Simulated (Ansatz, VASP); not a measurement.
**TaN: VASP beside Ansatz**

```
CELL_PARAMETERS angstrom
2.93800 0.00000 0.00000
-1.46900 2.54438 0.00000
0.00000 0.00000 2.88300
ATOMIC_POSITIONS crystal
Ta 0.33333 0.66667 0.50000
N 0.00000 0.00000 0.00000
```

Alike in both runs: task electric field gradients; functional LDA; k mesh 12 × 12 × 10; occupations fermi-dirac, width 0.02 eV; no spin polarisation.

```csv
,VASP,Ansatz
version,VASP 6.6.1,Ansatz 0.2.0
potentials or method,"VASP PAW LDA potentials, release 64 (Ta_sv_GW, N)","PAW with Ansatz's default frozen-core files, scalar-relativistic"
plane-wave cutoff (eV),520,420
valence electrons in the cell,18,18
```

VASP gave:

* size of Vzz on the site where it differs most (V/Å²): 34.5

Question: Estimate Ansatz's values.

Answer: Size of Vzz on the site where it differs most (V/Å²): 50.9.

LDA's correlation is that of Perdew and Zunger in VASP and of Perdew and Wang (1992) in Ansatz.

Neither program's run includes spin-orbit coupling.
